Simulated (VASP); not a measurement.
Runs of VASP 6.6.1 on Br. The structure is that of space group P6/mmm (No. 191), or close to it. The cells are those of the table. 

```csv
task,cell,k mesh,cutoff (eV),gap on the mesh (eV),pressure (GPa),relaxed volume (Å³/atom)
relaxation of cell and atoms,"relaxed from a = 3.194, b = 3.194, c = 2.919 Å, angles 90.0, 90.0, 120.0°, 1 atom",21 × 21 × 18,600,none,0.0,31.03
single point,"a = 3.817, b = 3.817, c = 2.530 Å, angles 90.0, 90.0, 120.0°, 1 atom",18 × 18 × 22,520,none,0.0,-
relaxation of cell and atoms,"relaxed from a = 3.755, b = 3.755, c = 2.541 Å, angles 90.0, 90.0, 120.0°, 1 atom",18 × 18 × 22,600,none,0.0,(a)
single point,"a = 3.755, b = 3.755, c = 2.541 Å, angles 90.0, 90.0, 120.0°, 1 atom",21 × 21 × 18,520,none,0.0,-
```

Alike in all rows: level PBEsol; potentials or basis VASP PAW PBE potentials, release 64 (Br); no spin polarisation; smearing gaussian 0.1 eV.

Estimate the missing entries.

(a) 31.94.

Caveats: the PAW data sets were made with another functional, which shifts forces and pressure a little; an odd number of electrons without spin polarisation forces a metal; a magnetic or distorted state may lie lower; the volume moved by over 15 % at a fixed basis, so the end points are rough (some runs).

A k mesh can miss the band edges, and the runs leave out spin-orbit coupling on Br.

A gap of «none» marks levels without a gap at the run's occupations.
